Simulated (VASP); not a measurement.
# BaTiO3 (R3m) in VASP: a series of runs

Aim: see how the results for BaTiO3 move with the level of theory and the settings. Levels: RPBE, PBEsol, revPBE, LDA, r2SCAN. Tasks: single point.

Everything below comes from runs of VASP 6.6.1. Logs are shortened: lines on timing, memory, paths and dates and some standing lists are left out, and cuts for length are marked.

## Step 1: The cell of the first run

It takes space group R3m (No. 160, trigonal). Conventional cell: a = 5.655 Å, b = 5.655 Å, c = 6.955 Å, α = 90.00°, β = 90.00°, γ = 120.00°. Within 3.7 Å of Ba (site symmetry 3m) lie 12 O at 2.79 to 2.89 Å and 8 Ti at 3.37 to 3.59 Å. Within 2.5 Å of Ti (site symmetry 3m) lie 6 O at 1.87 to 2.14 Å. Within 2.5 Å of O (site symmetry m) lie 2 Ti at 1.87 to 2.14 Å.

## Step 2: Single point, RPBE

Input file INCAR:

```
SYSTEM = BaTiO3
PREC = Accurate ; ENCUT = 600
EDIFF = 1E-6 ; ISMEAR = 0
SIGMA = 0.01 ; LREAL = .False.
LASPH = .True. ; NELM = 120
ALGO = Normal ; ISIF = 2
LWAVE = .False. ; LCHARG = .False.
GGA = RP ; NBANDS = 28
GGA_COMPAT = .False.
```

Input file KPOINTS:

```
Automatic mesh
0
Gamma
  4 4 4
  0.5 0.5 0.5
```

Input file POSCAR:

```
BaTiO3
1.0
    2.8273665000      1.6323808099      2.3183933333
   -2.8273665000      1.6323808099      2.3183933333
    0.0000000000     -3.2647616197      2.3183933333
Ba Ti O
1 1 3
Direct
    0.0000000000      0.0000000000      0.0000000000
    0.4845003333      0.4845003333      0.4845003333
    0.5086005000      0.5086005000      0.0175000000
    0.0175000000      0.5086005000      0.5086005000
    0.5086005000      0.0175000000      0.5086005000
```

Potentials or basis: VASP PAW PBE potentials, release 64 (Ba_sv, Ti_sv, O).

On the command line:

```console
cat potpaw_PBE.64/Ba_sv/POTCAR potpaw_PBE.64/Ti_sv/POTCAR potpaw_PBE.64/O/POTCAR > POTCAR
mpirun -np 1 vasp_std > vasp.out
```

OUTCAR:

```text
SYSTEM = BaTiO3
   PREC = Accurate
   ENCUT = 600
   EDIFF = 1E-6
   ISMEAR = 0
   LREAL = .False.
   LASPH = .True.
   NELM = 120
   ISIF = 2
   GGA = RP

 ion  position               nearest neighbor table
   1  0.000  0.000  0.000-   4 2.79   5 2.79   3 2.79   5 2.83   4 2.83   4 2.83   5 2.83   3 2.83
                             3 2.83   4 2.89   5 2.89   3 2.89   2 3.37   2 3.43   2 3.43   2 3.43
   2  0.485  0.485  0.485-   3 1.87   4 1.87   5 1.87   3 2.14   4 2.14   5 2.14   1 3.37   1 3.43
                             1 3.43   1 3.43   1 3.50   1 3.50   1 3.50   1 3.59
   3  0.509  0.509  0.017-   2 1.87   2 2.14   1 2.79   1 2.83   1 2.83   1 2.89
   4  0.017  0.509  0.509-   2 1.87   2 2.14   1 2.79   1 2.83   1 2.83   1 2.89
   5  0.509  0.017  0.509-   2 1.87   2 2.14   1 2.79   1 2.83   1 2.83   1 2.89

  LATTYP: Found a trigonal (rhomboedric) cell.
 ALAT       =     4.0041998054
 COS(alpha) =     0.0028448624

  Lattice vectors:

 A1 = (   2.8273665000,   1.6323808099,   2.3183933333)
 A2 = (  -2.8273665000,   1.6323808099,   2.3183933333)
 A3 = (   0.0000000000,  -3.2647616197,   2.3183933333)

Analysis of symmetry for initial positions (statically):
=====================================================================
 Subroutine PRICEL returns:
 Original cell was already a primitive cell.

 Routine SETGRP: Setting up the symmetry group for a
 trigonal (rhombohedral) supercell.

 Subroutine GETGRP returns: Found  6 space group operations
 (whereof  6 operations were pure point group operations)
 out of a pool of 12 trial point group operations.

The static configuration has the point symmetry C_3v.

Analysis of symmetry for dynamics (positions and initial velocities):
=====================================================================
 Subroutine PRICEL returns:
 Original cell was already a primitive cell.

 Routine SETGRP: Setting up the symmetry group for a
 trigonal (rhombohedral) supercell.

 Subroutine GETGRP returns: Found  6 space group operations
 (whereof  6 operations were pure point group operations)
 out of a pool of 12 trial point group operations.

The dynamic configuration has the point symmetry C_3v.

 Subroutine INISYM returns: Found  6 space group operations
 (whereof  6 operations are pure point group operations),
 and found     1 'primitive' translations

----------------------------------------------------------------------------------------

                                     Primitive cell

  volume of cell :      64.2010

  direct lattice vectors                    reciprocal lattice vectors
     2.827366500  1.632380810  2.318393333     0.176843009  0.102100359  0.143777731
    -2.827366500  1.632380810  2.318393333    -0.176843009  0.102100359  0.143777731
     0.000000000 -3.264761620  2.318393333     0.000000000 -0.204200718  0.143777731

  length of vectors
     4.004199805  4.004199805  4.004199805     0.249739803  0.249739803  0.249739803

  position of ions in fractional coordinates (direct lattice)
     0.000000000  0.000000000  0.000000000
     0.484500333  0.484500333  0.484500333
     0.508600500  0.508600500  0.017500000
     0.017500000  0.508600500  0.508600500
     0.508600500  0.017500000  0.508600500

  ion indices of the primitive-cell ions
   primitive index   ion index
                 1           1
                 2           2
                 3           3
                 4           4
                 5           5

----------------------------------------------------------------------------------------

 KPOINTS: Automatic mesh

Automatic generation of k-mesh.
 Grid dimensions read from file:
 generate k-points for:    4    4    4

 Generating k-lattice:

  Cartesian coordinates                     Fractional coordinates (reciprocal lattice)
     0.044210752  0.025525090  0.035944433     0.250000000  0.000000000  0.000000000
    -0.044210752  0.025525090  0.035944433     0.000000000  0.250000000  0.000000000
     0.000000000 -0.051050179  0.035944433     0.000000000  0.000000000  0.250000000

  Length of vectors
     0.062434951  0.062434951  0.062434951

  Shift w.r.t. Gamma in fractional coordinates (k-lattice)
     0.500000000  0.500000000  0.500000000

 Subroutine IBZKPT returns following result:
 ===========================================

 Found     10 irreducible k-points:

 Following reciprocal coordinates:
            Coordinates               Weight
  0.125000  0.125000  0.125000      2.000000
  0.375000  0.125000  0.125000      6.000000
 -0.375000  0.125000  0.125000      6.000000
 -0.125000  0.125000  0.125000      6.000000
  0.375000  0.375000  0.125000      6.000000
 -0.375000  0.375000  0.125000     12.000000
 -0.125000  0.375000  0.125000     12.000000
 -0.375000 -0.375000  0.125000      6.000000
  0.375000  0.375000  0.375000      2.000000
 -0.375000  0.375000  0.375000      6.000000
   k-points           NKPTS =     10   k-points in BZ     NKDIM =     10   number of bands    NBANDS=     28
   number of dos      NEDOS =    301   number of ions     NIONS =      5
   total plane-waves  NPLWV =  32768
   dimension x,y,z NGX =    32 NGY =   32 NGZ =   32
   dimension x,y,z NGXF=    64 NGYF=   64 NGZF=   64
   ions per type =               1   1   3
   NGX,Y,Z   is equivalent  to a cutoff of  13.29, 13.29, 13.29 a.u.
   NGXF,Y,Z  is equivalent  to a cutoff of  26.57, 26.57, 26.57 a.u.
 SYSTEM =  BaTiO3
   PREC   = accura    normal or accurate (medium, high low for compatibility)
   ISTART =      0    job   : 0-new  1-cont  2-samecut
   ICHARG =      2    charge: 1-file 2-atom 10-const
   ISPIN  =      1    spin polarized calculation?
   LNONCOLLINEAR =      F non collinear calculations
   LSORBIT =      F    spin-orbit coupling
   LASPH  =      T    aspherical Exc in radial PAW
   ENCUT  =  600.0 eV  44.10 Ry    6.64 a.u.   8.00  8.00  8.00*2*pi/ulx,y,z
   NELM   =    120;   NELMIN=  2; NELMDL= -5     # of ELM steps
   EDIFF  = 0.1E-05   stopping-criterion for ELM
   LREAL  =      F    real-space projection
   EDIFFG = 0.1E-04   stopping-criterion for IOM
   NSW    =      0    number of steps for IOM
   IBRION =     -1    ionic relax: 0-MD 1-quasi-New 2-CG
   NFREE  =      0    steps in history (QN), initial steepest desc. (CG)
   ISIF   =      2    stress and relaxation
   ISYM   =      2    0-nonsym 1-usesym 2-fastsym
   POTIM  = 0.5000    time-step for ionic-motion
   TEBEG  =    0.0;   TEEND  =   0.0 temperature during run
   PSTRESS=    0.0 pullay stress
   NELECT =      40.0000    total number of electrons
   NUPDOWN=      -1.0000    fix difference up-down
   EMIN   =  10.00;   EMAX   =-10.00  energy-range for DOS
   EFERMI =   0.00;   METHOD = LEGACY
   ISMEAR =     0;   SIGMA  =   0.01  broadening in eV -4-tet -1-fermi 0-gaus
   EFERMI_NEDOS =   21; number of points for ismear=-14 and -15
   IALGO  =     38    algorithm
   IMIX   =      4    mixing-type and parameters
     AMIX     =   0.40;   BMIX     =  1.00
     AMIX_MAG =   1.60;   BMIX_MAG =  1.00
  volume/ion in A,a.u.               =      12.84        86.65
  Fermi-wavevector in a.u.,A,eV,Ry     =   1.398237  2.642285 26.600304  1.955067
  Thomas-Fermi vector in A             =   2.521415
   LORBIT       =      0    0 simple, 1 ext, 2 COOP (PROOUT), +10 PAW based schemes
   GGA     = RP    functional components
   LHFCALC =     F    Hartree Fock is set to
   AEXX    =    0.0000 exact exchange contribution
   IVDW    =     0    specifies the selected vdW correction
   LEPSILON=     F    determine dielectric tensor
   LRPA    =     F    only Hartree local field effects (RPA)
 non-spin polarized calculation
 Gauss-broadening in eV      SIGMA  =   0.01
  energy-cutoff  :      600.00
  volume of cell :       64.20
 maximum number of plane-waves:      2161
   NGX = 15   NGY = 15   NGZ = 15

 number of electron      39.9999996 magnetization

 Free energy of the ion-electron system (eV)
  ---------------------------------------------------
  ext. energy  EPLUGINS =         0.00000000
  ---------------------------------------------------
  free energy    TOTEN  =       -37.88456112 eV

  energy without entropy =      -37.88456112  energy(sigma->0) =      -37.88456112

 E-fermi :   3.7886     XC(G=0): -11.0244

 val. band max:        3.7425300357   @ k =   0.3750   0.3750   0.3750
 cond. band min:       6.5496156370   @ k =  -0.1250   0.1250   0.1250
 fundamental gap:      2.8070856013
 Fermi energy:         3.7885747699

 k-point     1 :       0.1250    0.1250    0.1250
  band No.  band energies     occupation
      1     -52.5266      2.00000
      2     -28.7180      2.00000
      3     -28.7162      2.00000
      4     -28.7162      2.00000
      5     -20.9033      2.00000
      6     -12.9900      2.00000
[... 20 lines left out ...]
     27       9.9161      0.00000
     28      12.0459      0.00000

 k-point     2 :       0.3750    0.1250    0.1250
  band No.  band energies     occupation
      1     -52.5259      2.00000
      2     -28.7540      2.00000
      3     -28.7157      2.00000
      4     -28.7147      2.00000
      5     -20.8291      2.00000
      6     -13.0511      2.00000
[... 20 lines left out ...]
     27      11.5560      0.00000
     28      12.6229      0.00000

 k-point     3 :      -0.3750    0.1250    0.1250
  band No.  band energies     occupation
      1     -52.5259      2.00000
      2     -28.7541      2.00000
      3     -28.7157      2.00000
      4     -28.7148      2.00000
      5     -20.8285      2.00000
      6     -13.0536      2.00000
[... 20 lines left out ...]
     27      11.5468      0.00000
     28      12.6192      0.00000

 k-point     4 :      -0.1250    0.1250    0.1250
  band No.  band energies     occupation
      1     -52.5266      2.00000
      2     -28.7182      2.00000
      3     -28.7162      2.00000
      4     -28.7160      2.00000
      5     -20.9027      2.00000
      6     -12.9921      2.00000
[... 144 lines left out ...]
     27      12.2024      0.00000
     28      12.8674      0.00000

 k-point     9 :       0.3750    0.3750    0.3750
  band No.  band energies     occupation
      1     -52.5245      2.00000
      2     -28.7507      2.00000
      3     -28.7495      2.00000
      4     -28.7495      2.00000
      5     -20.7252      2.00000
      6     -12.3971      2.00000
[... 20 lines left out ...]
     27      11.8862      0.00000
     28      11.8862      0.00000

 k-point    10 :      -0.3750    0.3750    0.3750
  band No.  band energies     occupation
      1     -52.5245      2.00000
      2     -28.7514      2.00000
      3     -28.7496      2.00000
      4     -28.7489      2.00000
      5     -20.7250      2.00000
      6     -12.3914      2.00000
[... 20 lines left out ...]
     27      11.7897      0.00000
     28      11.9271      0.00000

------------------------ aborting loop because EDIFF is reached ----------------------------------------

  FORCE on cell =-STRESS in cart. coord.  units (eV):
  Direction    XX          YY          ZZ          XY          YZ          ZX
  --------------------------------------------------------------------------------------
  -------------------------------------------------------------------------------------
  Total        4.4072839      4.4072839      4.3203481      0.0000000      0.0000000      0.0000000
  in kB      109.9865675    109.9865675    107.8170311      0.0000000      0.0000000      0.0000000
  external PRESSURE =     109.2633887 kB  Pullay stress =       0.0000000 kB

 VOLUME and BASIS-vectors are now :
 -----------------------------------------------------------------------------
  energy-cutoff  :      600.00
  volume of cell :       64.20
      direct lattice vectors                 reciprocal lattice vectors
     2.827366500  1.632380810  2.318393333     0.176843009  0.102100359  0.143777731
    -2.827366500  1.632380810  2.318393333    -0.176843009  0.102100359  0.143777731
     0.000000000 -3.264761620  2.318393333     0.000000000 -0.204200718  0.143777731

 POSITION                                       TOTAL-FORCE (eV/Angst)
 -----------------------------------------------------------------------------------
      0.00000      0.00000      0.00000         0.000000     -0.000000     -0.102356
      0.00000      0.00000      3.36979         0.000000      0.000000      0.262961
      0.00000      1.60333      2.39884         0.000000      0.162740     -0.053535
     -1.38852     -0.80166      2.39884        -0.140937     -0.081370     -0.053535
      1.38852     -0.80166      2.39884         0.140937     -0.081370     -0.053535
 -----------------------------------------------------------------------------------
    total drift:                               -0.000000     -0.000001      0.000104

  FREE ENERGIE OF THE ION-ELECTRON SYSTEM (eV)
  ---------------------------------------------------
  free  energy   TOTEN  =       -37.8845611165 eV

  energy  without entropy=      -37.8845611165  energy(sigma->0) =      -37.88456112
```

Run time: 32 s. Hardware: 1 thread of AMD EPYC 7R13, shared host; peak memory 0.16 GiB.

What came out:

```
Free energy            : -37.8846 eV
Pressure               : 10.9 GPa
Largest force          : 0.263 eV/Å
Band gap on the k mesh : 2.81 eV (least direct gap 3.10 eV)
```

Forces in eV/Å, atoms in the order of the input:
```
Ba   0.000  0.000 -0.102
Ti   0.000  0.000  0.263
O    0.000  0.163 -0.054
O   -0.141 -0.081 -0.054
O    0.141 -0.081 -0.054
```

Stress tensor (GPa, compression positive):
```
11.00  0.00  0.00
 0.00 11.00  0.00
 0.00  0.00 10.78
```

Caveat: the cell stands under pressure; the PAW data sets were made with another functional, which shifts forces and pressure a little; spin-orbit coupling is left out, which moves the levels of the heavy elements; a shifted mesh leaves out Γ, where band edges can lie.

## Step 3: Single point, PBEsol

Input file INCAR:

```
ALGO = Normal
EDIFF = 1E-6
ENCUT = 600
GGA = PS
GGA_COMPAT = F
ISIF = 2
ISMEAR = 0
LASPH = T
LCHARG = F
LREAL = F
LWAVE = F
NBANDS = 28
NELM = 120
PREC = Accurate
SIGMA = 0.01
```

KPOINTS is that of step 2.

POSCAR is that of step 2.

Potentials or basis: VASP PAW PBE potentials, release 64 (Ba_sv, Ti_sv, O).

On the command line:

```console
cat potpaw_PBE.64/Ba_sv/POTCAR potpaw_PBE.64/Ti_sv/POTCAR potpaw_PBE.64/O/POTCAR > POTCAR
mpirun -np 1 vasp_std > vasp.out
```

OUTCAR:

```text
EDIFF = 1E-6
   ENCUT = 600
   GGA = PS
   ISIF = 2
   ISMEAR = 0
   LASPH = T
   LREAL = F
   NELM = 120
   PREC = Accurate

 ion  position               nearest neighbor table
   1  0.000  0.000  0.000-   4 2.79   5 2.79   3 2.79   5 2.83   4 2.83   4 2.83   5 2.83   3 2.83
                             3 2.83   4 2.89   5 2.89   3 2.89   2 3.37   2 3.43   2 3.43   2 3.43
   2  0.485  0.485  0.485-   3 1.87   4 1.87   5 1.87   3 2.14   4 2.14   5 2.14   1 3.37   1 3.43
                             1 3.43   1 3.43   1 3.50   1 3.50   1 3.50   1 3.59
   3  0.509  0.509  0.017-   2 1.87   2 2.14   1 2.79   1 2.83   1 2.83   1 2.89
   4  0.017  0.509  0.509-   2 1.87   2 2.14   1 2.79   1 2.83   1 2.83   1 2.89
   5  0.509  0.017  0.509-   2 1.87   2 2.14   1 2.79   1 2.83   1 2.83   1 2.89

  LATTYP: Found a trigonal (rhomboedric) cell.
 ALAT       =     4.0041998054
 COS(alpha) =     0.0028448624

  Lattice vectors:

 A1 = (   2.8273665000,   1.6323808099,   2.3183933333)
 A2 = (  -2.8273665000,   1.6323808099,   2.3183933333)
 A3 = (   0.0000000000,  -3.2647616197,   2.3183933333)

[... 163 lines left out ...]
  energy without entropy =      -42.01448294  energy(sigma->0) =      -42.01448294

 E-fermi :   3.4947     XC(G=0): -11.4929

 val. band max:        3.4489055540   @ k =   0.3750   0.3750   0.3750
 cond. band min:       6.1937213704   @ k =  -0.1250   0.1250   0.1250
 fundamental gap:      2.7448158164
 Fermi energy:         3.4946998742

 k-point     1 :       0.1250    0.1250    0.1250
  band No.  band energies     occupation
      1     -52.4023      2.00000
      2     -28.7811      2.00000
      3     -28.7811      2.00000
      4     -28.7772      2.00000
      5     -21.0790      2.00000
      6     -13.1108      2.00000
[... 299 lines left out ...]
     27      11.4736      0.00000
     28      11.6144      0.00000

------------------------ aborting loop because EDIFF is reached ----------------------------------------

  FORCE on cell =-STRESS in cart. coord.  units (eV):
  Direction    XX          YY          ZZ          XY          YZ          ZX
  --------------------------------------------------------------------------------------
  -------------------------------------------------------------------------------------
  Total        0.2063448      0.2063448      0.1454435      0.0000000      0.0000000      0.0000000
  in kB        5.1494656      5.1494656      3.6296353      0.0000000      0.0000000      0.0000000
  external PRESSURE =       4.6428555 kB  Pullay stress =       0.0000000 kB

 VOLUME and BASIS-vectors are now :
 -----------------------------------------------------------------------------
  energy-cutoff  :      600.00
  volume of cell :       64.20
      direct lattice vectors                 reciprocal lattice vectors
     2.827366500  1.632380810  2.318393333     0.176843009  0.102100359  0.143777731
    -2.827366500  1.632380810  2.318393333    -0.176843009  0.102100359  0.143777731
     0.000000000 -3.264761620  2.318393333     0.000000000 -0.204200718  0.143777731

 POSITION                                       TOTAL-FORCE (eV/Angst)
 -----------------------------------------------------------------------------------
      0.00000      0.00000      0.00000         0.000000     -0.000000     -0.122955
      0.00000      0.00000      3.36979         0.000000      0.000000      0.201748
      0.00000      1.60333      2.39884         0.000000      0.087741     -0.026264
     -1.38852     -0.80166      2.39884        -0.075986     -0.043871     -0.026264
      1.38852     -0.80166      2.39884         0.075986     -0.043871     -0.026264
 -----------------------------------------------------------------------------------
    total drift:                               -0.000000     -0.000001      0.000214

  FREE ENERGIE OF THE ION-ELECTRON SYSTEM (eV)
  ---------------------------------------------------
  free  energy   TOTEN  =       -42.0144829430 eV

  energy  without entropy=      -42.0144829430  energy(sigma->0) =      -42.01448294
```

OSZICAR:

```text
N       E                     dE             d eps       ncg     rms          rms(c)
DAV:   1     0.453518596373E+03    0.45352E+03   -0.22587E+04   560   0.172E+03
DAV:   2    -0.234676708010E+01   -0.45587E+03   -0.43527E+03   624   0.453E+02
DAV:   3    -0.496807759437E+02   -0.47334E+02   -0.46931E+02   776   0.141E+02
DAV:   4    -0.518872631448E+02   -0.22065E+01   -0.22020E+01   872   0.262E+01
DAV:   5    -0.519376926871E+02   -0.50430E-01   -0.50422E-01   752   0.322E+00    0.236E+01
DAV:   6    -0.422480908412E+02    0.96896E+01   -0.51713E+01   856   0.675E+01    0.100E+01
DAV:   7    -0.421895719202E+02    0.58519E-01   -0.97685E+00   748   0.231E+01    0.731E+00
DAV:   8    -0.420070734075E+02    0.18250E+00   -0.73306E-01   684   0.843E+00    0.298E+00
DAV:   9    -0.420344811490E+02   -0.27408E-01   -0.23884E-01   784   0.353E+00    0.134E+00
DAV:  10    -0.420151155933E+02    0.19366E-01   -0.10461E-01   688   0.346E+00    0.385E-01
DAV:  11    -0.420144899986E+02    0.62559E-03   -0.50757E-03   704   0.520E-01    0.714E-02
DAV:  12    -0.420146185977E+02   -0.12860E-03   -0.76367E-04   780   0.220E-01    0.107E-01
DAV:  13    -0.420144827083E+02    0.13589E-03   -0.51303E-04   684   0.237E-01    0.124E-02
DAV:  14    -0.420144833141E+02   -0.60588E-06   -0.22293E-05   672   0.446E-02    0.715E-03
DAV:  15    -0.420144829430E+02    0.37111E-06   -0.43522E-06   736   0.200E-02
   1 F= -.42014483E+02 E0= -.42014483E+02  d E =-.137594E-12
```

Wall time 29 s (1 thread of AMD EPYC 7R13, shared host); peak memory 0.16 GiB.

Results:

```
Free energy            : -42.0145 eV
Pressure               : 0.5 GPa
Largest force          : 0.202 eV/Å
Band gap on the k mesh : 2.74 eV (least direct gap 3.04 eV)
```

Forces in eV/Å, atoms in the order of the input:
```
Ba   0.000  0.000 -0.123
Ti   0.000  0.000  0.202
O    0.000  0.088 -0.026
O   -0.076 -0.044 -0.026
O    0.076 -0.044 -0.026
```

Caveat: the PAW data sets were made with another functional, which shifts forces and pressure a little; spin-orbit coupling is left out, which moves the levels of the heavy elements; a shifted mesh leaves out Γ, where band edges can lie. A k mesh can miss the band edges.

[end of part 1 of 2]
